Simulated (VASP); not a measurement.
# MgS (I4/mmm) in VASP: further runs

The runs below take MgS through single point, with PBEsol.

Program: VASP 6.6.1. These are calculated values, not measurements. Logs are shortened: lines on timing, memory, paths and dates and some standing lists are left out, and cuts for length are marked.

## 1. The cell of the first run

The structure is tetragonal, space group I4/mmm (No. 139). Conventional cell: a = 3.495 Å, b = 3.495 Å, c = 5.333 Å, α = 90.00°, β = 90.00°, γ = 90.00°. Mg (site symmetry 4/mmm) has 6 S at 2.47 to 2.67 Å within 3.3 Å. Within 3.3 Å of S (site symmetry 4/mmm) lie 6 Mg at 2.47 to 2.67 Å.

## 2. Single point, PBEsol (strain -0.050 along x and y, +0.025 along z)

The input, INCAR:

```
SYSTEM = MgS
PREC = Accurate ; ENCUT = 520
EDIFF = 1E-6 ; ISMEAR = 0
SIGMA = 0.05 ; LREAL = .FALSE.
LASPH = .TRUE. ; NELM = 60
ALGO = Normal ; ISIF = 2
LWAVE = .FALSE. ; LCHARG = .FALSE.
GGA = PS ; NBANDS = 11
```

The input, KPOINTS:

```
Automatic mesh
0
G
  8 8 8
  0 0 0
```

The input, POSCAR:

```
MgS
1.0
    0.0000000000      2.4715675000      2.6666912500
    2.4715675000      0.0000000000      2.6666912500
    2.4715675000      2.4715675000      0.0000000000
Mg S
1 1
Direct
    0.0000000000      0.0000000000      0.0000000000
    0.5000000000      0.5000000000      0.5000000000
```

Potentials or basis: VASP PAW PBE potentials, release 64 (Mg, S).

Started as:

```console
$ cat potpaw_PBE.64/Mg/POTCAR potpaw_PBE.64/S/POTCAR > POTCAR
$ mpirun -np 1 vasp_std > vasp.out
```

OUTCAR:

```text
SYSTEM = MgS
   PREC = Accurate
   ENCUT = 520
   EDIFF = 1E-6
   ISMEAR = 0
   LREAL = .FALSE.
   LASPH = .TRUE.
   NELM = 60
   ISIF = 2
   GGA = PS

 ion  position               nearest neighbor table
   1  0.000  0.000  0.000-   2 2.47   2 2.47   2 2.47   2 2.47   2 2.67   2 2.67
   2  0.500  0.500  0.500-   1 2.47   1 2.47   1 2.47   1 2.47   1 2.67   1 2.67

  LATTYP: Found a body centered tetragonal cell.
 ALAT       =     3.4953242788
 C/A-ratio  =     1.5258620015

  Lattice vectors:

 A1 = (  -2.4715675000,   0.0000000000,   2.6666912500)
 A2 = (   2.4715675000,   0.0000000000,   2.6666912500)
 A3 = (   0.0000000000,   2.4715675000,  -2.6666912500)

Analysis of symmetry for initial positions (statically):
=====================================================================
 Subroutine PRICEL returns:
 Original cell was already a primitive cell.

 Routine SETGRP: Setting up the symmetry group for a
 body centered tetragonal supercell.

 Subroutine GETGRP returns: Found 16 space group operations
 (whereof 16 operations were pure point group operations)
 out of a pool of 16 trial point group operations.

The static configuration has the point symmetry D_4h.

Analysis of symmetry for dynamics (positions and initial velocities):
=====================================================================
 Subroutine PRICEL returns:
 Original cell was already a primitive cell.

 Routine SETGRP: Setting up the symmetry group for a
 body centered tetragonal supercell.

 Subroutine GETGRP returns: Found 16 space group operations
 (whereof 16 operations were pure point group operations)
 out of a pool of 16 trial point group operations.

The dynamic configuration has the point symmetry D_4h.

 Subroutine INISYM returns: Found 16 space group operations
 (whereof 16 operations are pure point group operations),
 and found     1 'primitive' translations

----------------------------------------------------------------------------------------

                                     Primitive cell

  volume of cell :      32.5797

  direct lattice vectors                    reciprocal lattice vectors
     0.000000000  2.471567500  2.666691250    -0.202300767  0.202300767  0.187498272
     2.471567500  0.000000000  2.666691250     0.202300767 -0.202300767  0.187498272
     2.471567500  2.471567500  0.000000000     0.202300767  0.202300767 -0.187498272

  length of vectors
     3.635916409  3.635916409  3.495324279     0.342062571  0.342062571  0.342062571

  position of ions in fractional coordinates (direct lattice)
     0.000000000  0.000000000  0.000000000
     0.500000000  0.500000000  0.500000000

  ion indices of the primitive-cell ions
   primitive index   ion index
                 1           1
                 2           2

----------------------------------------------------------------------------------------

 KPOINTS: Automatic mesh

Automatic generation of k-mesh.
 Grid dimensions read from file:
 generate k-points for:    8    8    8

 Generating k-lattice:

  Cartesian coordinates                     Fractional coordinates (reciprocal lattice)
    -0.025287596  0.025287596  0.023437284     0.125000000  0.000000000  0.000000000
     0.025287596 -0.025287596  0.023437284     0.000000000  0.125000000  0.000000000
     0.025287596  0.025287596 -0.023437284    -0.000000000 -0.000000000  0.125000000

  Length of vectors
     0.042757821  0.042757821  0.042757821

  Shift w.r.t. Gamma in fractional coordinates (k-lattice)
     0.000000000  0.000000000  0.000000000

 Subroutine IBZKPT returns following result:
 ===========================================

 Found     59 irreducible k-points:

 Following reciprocal coordinates:
            Coordinates               Weight
  0.000000  0.000000  0.000000      1.000000
  0.125000  0.000000  0.000000      8.000000
  0.250000  0.000000  0.000000      8.000000
  0.375000  0.000000  0.000000      8.000000
  0.500000  0.000000  0.000000      4.000000
  0.125000  0.125000  0.000000      2.000000
[... 16 lines left out ...]
  0.250000  0.000000  0.125000     16.000000
  0.375000  0.000000  0.125000     16.000000
 [... further k-points ...]
   k-points           NKPTS =     59   k-points in BZ     NKDIM =     59   number of bands    NBANDS=     11
   number of dos      NEDOS =    301   number of ions     NIONS =      2
   total plane-waves  NPLWV =  21952
   dimension x,y,z NGX =    28 NGY =   28 NGZ =   28
   dimension x,y,z NGXF=    56 NGYF=   56 NGZF=   56
   ions per type =               1   1
   NGX,Y,Z   is equivalent  to a cutoff of  12.80, 12.80, 13.32 a.u.
   NGXF,Y,Z  is equivalent  to a cutoff of  25.61, 25.61, 26.63 a.u.
 SYSTEM =  MgS
   PREC   = accura    normal or accurate (medium, high low for compatibility)
   ISTART =      0    job   : 0-new  1-cont  2-samecut
   ICHARG =      2    charge: 1-file 2-atom 10-const
   ISPIN  =      1    spin polarized calculation?
   LNONCOLLINEAR =      F non collinear calculations
   LSORBIT =      F    spin-orbit coupling
   LASPH  =      T    aspherical Exc in radial PAW
   ENCUT  =  520.0 eV  38.22 Ry    6.18 a.u.   6.76  6.76  6.50*2*pi/ulx,y,z
   NELM   =     60;   NELMIN=  2; NELMDL= -5     # of ELM steps
   EDIFF  = 0.1E-05   stopping-criterion for ELM
   LREAL  =      F    real-space projection
   EDIFFG = 0.1E-04   stopping-criterion for IOM
   NSW    =      0    number of steps for IOM
   IBRION =     -1    ionic relax: 0-MD 1-quasi-New 2-CG
   NFREE  =      0    steps in history (QN), initial steepest desc. (CG)
   ISIF   =      2    stress and relaxation
   ISYM   =      2    0-nonsym 1-usesym 2-fastsym
   POTIM  = 0.5000    time-step for ionic-motion
   TEBEG  =    0.0;   TEEND  =   0.0 temperature during run
   PSTRESS=    0.0 pullay stress
   NELECT =       8.0000    total number of electrons
   NUPDOWN=      -1.0000    fix difference up-down
   EMIN   =  10.00;   EMAX   =-10.00  energy-range for DOS
   EFERMI =   0.00;   METHOD = LEGACY
   ISMEAR =     0;   SIGMA  =   0.05  broadening in eV -4-tet -1-fermi 0-gaus
   EFERMI_NEDOS =   21; number of points for ismear=-14 and -15
   IALGO  =     38    algorithm
   IMIX   =      4    mixing-type and parameters
     AMIX     =   0.40;   BMIX     =  1.00
     AMIX_MAG =   1.60;   BMIX_MAG =  1.00
  volume/ion in A,a.u.               =      16.29       109.93
  Fermi-wavevector in a.u.,A,eV,Ry     =   1.025154  1.937259 14.298905  1.050940
  Thomas-Fermi vector in A             =   2.158979
   LORBIT       =      0    0 simple, 1 ext, 2 COOP (PROOUT), +10 PAW based schemes
   GGA     = PS    functional components
   LHFCALC =     F    Hartree Fock is set to
   AEXX    =    0.0000 exact exchange contribution
   IVDW    =     0    specifies the selected vdW correction
   LEPSILON=     F    determine dielectric tensor
   LRPA    =     F    only Hartree local field effects (RPA)
 non-spin polarized calculation
 Gauss-broadening in eV      SIGMA  =   0.05
  energy-cutoff  :      520.00
  volume of cell :       32.58
 maximum number of plane-waves:       906
   NGX = 13   NGY = 13   NGZ = 13

 number of electron       8.0000000 magnetization

 Free energy of the ion-electron system (eV)
  ---------------------------------------------------
  ext. energy  EPLUGINS =         0.00000000
  ---------------------------------------------------
  free energy    TOTEN  =        -8.98127319 eV

  energy without entropy =       -8.98127319  energy(sigma->0) =       -8.98127319

 E-fermi :   4.7773     XC(G=0): -10.1550

 val. band max:        4.5603325935   @ k =   0.0000   0.0000   0.0000
 cond. band min:       7.1534825827   @ k =   0.5000   0.0000   0.5000
 fundamental gap:      2.5931499892
 Fermi energy:         4.7772772363

 k-point     1 :       0.0000    0.0000    0.0000
  band No.  band energies     occupation
      1      -8.7717      2.00000
      2       4.2957      2.00000
      3       4.2957      2.00000
      4       4.5603      2.00000
      5       8.6055      0.00000
      6      11.6686      0.00000
      7      12.5042      0.00000
      8      12.5042      0.00000
      9      14.2183      0.00000
     10      15.3394      0.00000
     11      16.8068      0.00000

 k-point     2 :       0.1250    0.0000    0.0000
  band No.  band energies     occupation
      1      -8.5991      2.00000
      2       3.2438      2.00000
      3       4.2160      2.00000
      4       4.3256      2.00000
      5       9.3612      0.00000
      6      11.8618      0.00000
      7      12.2398      0.00000
      8      12.8183      0.00000
      9      13.8006      0.00000
     10      14.6339      0.00000
     11      17.2768      0.00000

 k-point     3 :       0.2500    0.0000    0.0000
  band No.  band energies     occupation
      1      -8.1268      2.00000
      2       1.3299      2.00000
      3       3.9629      2.00000
      4       4.0413      2.00000
      5       9.4511      0.00000
      6      11.7786      0.00000
      7      12.7086      0.00000
      8      13.0472      0.00000
      9      14.7383      0.00000
     10      14.8430      0.00000
     11      16.7945      0.00000

 k-point     4 :       0.3750    0.0000    0.0000
  band No.  band energies     occupation
      1      -7.5352      2.00000
      2      -0.2798      2.00000
      3       3.6582      2.00000
      4       3.8875      2.00000
      5       8.9900      0.00000
      6      11.2431      0.00000
      7      12.0288      0.00000
      8      14.8992      0.00000
      9      16.2245      0.00000
     10      16.7278      0.00000
     11      17.0906      0.00000
[... 239 lines left out ...]
 k-point    22 :       0.1250    0.0000    0.1250
  band No.  band energies     occupation
      1      -8.5281      2.00000
      2       3.2460      2.00000
      3       3.8229      2.00000
      4       4.2078      2.00000
      5       9.7370      0.00000
      6      11.3221      0.00000
      7      12.6339      0.00000
      8      13.0073      0.00000
      9      13.3986      0.00000
     10      14.8001      0.00000
     11      17.5701      0.00000

 k-point    23 :       0.2500    0.0000    0.1250
  band No.  band energies     occupation
      1      -8.1449      2.00000
      2       1.8002      2.00000
      3       3.5804      2.00000
      4       3.8450      2.00000
      5      10.0880      0.00000
      6      11.2007      0.00000
      7      12.2137      0.00000
      8      12.9875      0.00000
      9      14.3175      0.00000
     10      15.4977      0.00000
     11      18.1027      0.00000

 k-point    24 :       0.3750    0.0000    0.1250
  band No.  band energies     occupation
      1      -7.5810      2.00000
      2       0.2142      2.00000
      3       3.3838      2.00000
      4       3.4316      2.00000
      5       9.5785      0.00000
      6      11.3565      0.00000
      7      12.3507      0.00000
      8      12.8242      0.00000
      9      16.2382      0.00000
     10      17.5846      0.00000
     11      17.8754      0.00000

 [... further k-points ...]
[... 5 lines left out ...]
  --------------------------------------------------------------------------------------
  -------------------------------------------------------------------------------------
  Total        2.1182234      2.1182234     -0.1013940      0.0000000      0.0000000      0.0000000
  in kB      104.1680796    104.1680796     -4.9862617      0.0000000      0.0000000      0.0000000
  external PRESSURE =      67.7832992 kB  Pullay stress =       0.0000000 kB

 VOLUME and BASIS-vectors are now :
 -----------------------------------------------------------------------------
  energy-cutoff  :      520.00
  volume of cell :       32.58
      direct lattice vectors                 reciprocal lattice vectors
     0.000000000  2.471567500  2.666691250    -0.202300767  0.202300767  0.187498272
     2.471567500  0.000000000  2.666691250     0.202300767 -0.202300767  0.187498272
     2.471567500  2.471567500  0.000000000     0.202300767  0.202300767 -0.187498272

 POSITION                                       TOTAL-FORCE (eV/Angst)
 -----------------------------------------------------------------------------------
      0.00000      0.00000      0.00000         0.000000     -0.000000      0.000000
      2.47157      2.47157      2.66669        -0.000000      0.000000     -0.000000
 -----------------------------------------------------------------------------------
    total drift:                                0.000000      0.000000      0.000000

  FREE ENERGIE OF THE ION-ELECTRON SYSTEM (eV)
  ---------------------------------------------------
  free  energy   TOTEN  =        -8.9812731880 eV

  energy  without entropy=       -8.9812731880  energy(sigma->0) =       -8.98127319
```

Wall time 17 s (1 thread of Intel Xeon Platinum 8488C (Sapphire Rapids), shared host); peak memory 0.17 GiB.

Results:

* Free energy: -8.9813 eV
* Pressure: 6.8 GPa
* Band gap on the k mesh: 2.59 eV, indirect (least direct gap 4.05 eV)

Stress tensor (GPa, compression positive):
```
10.42  0.00  0.00
 0.00 10.42  0.00
 0.00  0.00 -0.50
```

Levels at points of the mesh, in eV from the valence-band top:
```tsv
k point	band 2	band 3	band 4	band 5	band 6	band 7
(0.00, 0.00, 0.00)	-0.26	-0.26	0.00	4.05	7.11	7.94
(0.50, 0.00, 0.00)	-5.50	-1.02	-0.73	4.24	6.49	7.20
(0.50, 0.50, 0.00)	-4.92	-1.80	-1.80	3.08	4.01	11.96
(0.50, 0.00, 0.50)	-4.81	-2.51	-1.83	2.59	3.76	12.67
```

Caveat: the cell differs from its parent crystal (strain -0.050 along x and y, +0.025 along z); the PAW data sets were made with another functional, which shifts forces and pressure a little.

(Continued in part 2 of 2.)
